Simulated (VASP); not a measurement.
Write the native input for VASP 6.6.1 that does the following.

```yaml
Task: single point
Functional: PBE
Potentials_or_basis: VASP PAW PBE potentials, release 64 (Pb_d, S)
Cutoff: 520 eV
k_mesh: 10 × 10 × 10
Occupations: gaussian, width 0.03 eV
Spin: no spin polarisation
Dipole_correction: no
Further_INCAR_settings: ALGO = Normal; EDIFF = 1e-07; NBANDS = 17
```

The structure of PbS lies in POSCAR:

```
PbS
1.0
    0.0000000000      2.8760500000      2.9205250000
    2.8760500000      0.0000000000      2.9205250000
    2.8760500000      2.8760500000      0.0000000000
Pb S
1 1
Direct
    0.0000000000      0.0000000000      0.0000000000
    0.5000000000      0.5000000000      0.5000000000
```

This cell differs from its parent crystal: strain -0.030 along x and y, -0.015 along z.

These files were run (other wordings do the same):

INCAR

```
  PREC = Accurate
  ENCUT = 520
  EDIFF = 1E-7
  ISMEAR = 0
  SIGMA = 0.03
  LREAL = False
  LASPH = True
  NELM = 80
  ALGO = Normal
  ISIF = 2
  LWAVE = False
  LCHARG = False
  GGA = PE
  NBANDS = 17
```

KPOINTS

```
regular mesh
0
Gamma
  10 10 10
```

Potentials or basis: VASP PAW PBE potentials, release 64 (Pb_d, S).

The run is started by

```console
$ cat potpaw_PBE.64/Pb_d/POTCAR potpaw_PBE.64/S/POTCAR > POTCAR
$ mpirun -np 1 vasp_std > vasp.out
```

Results of the run:

```
Pressure               : 7.8 GPa
Band gap on the k mesh : 0.04 eV
```

Caveat: the cell differs from its parent crystal (strain -0.030 along x and y, -0.015 along z); the cell stands under pressure; spin-orbit coupling is left out, which moves the levels of the heavy elements.

Wall time 94 s on 1 thread of Intel Xeon 8259CL (shared host), peak memory 0.23 GiB.
